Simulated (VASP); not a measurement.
Here is a VASP 6.6.1 calculation.

Contents of INCAR:

```
  PREC = Accurate
  ENCUT = 520
  EDIFF = 1E-7
  ISMEAR = 1
  SIGMA = 0.05
  LREAL = F
  LASPH = T
  NELM = 80
  ALGO = Normal
  ISIF = 2
  LWAVE = F
  LCHARG = F
  GGA = PE
  NBANDS = 12
```

File KPOINTS:

```
regular mesh
0
Gamma
  20 20 20
```

The input POSCAR:

```
Zn
1.0
    0.0000000000      1.9545347302      1.9545347302
    1.9545347302      0.0000000000      1.9545347302
    1.9545347302      1.9545347302      0.0000000000
Zn
1
Direct
    0.0000000000      0.0000000000      0.0000000000
```

Potentials or basis: VASP PAW PBE potentials, release 64 (Zn).

Command:

```bash
$ cat potpaw_PBE.64/Zn/POTCAR > POTCAR
$ mpirun -np 1 vasp_std > vasp.out
```

Problem. Predict the pressure.

Solution. 1.5 GPa.

Problem. Estimate the band gap on the k mesh.

Solution. Zero (band 6 reaches 5.46 eV, above the bottom of band 7 at 1.84 eV).
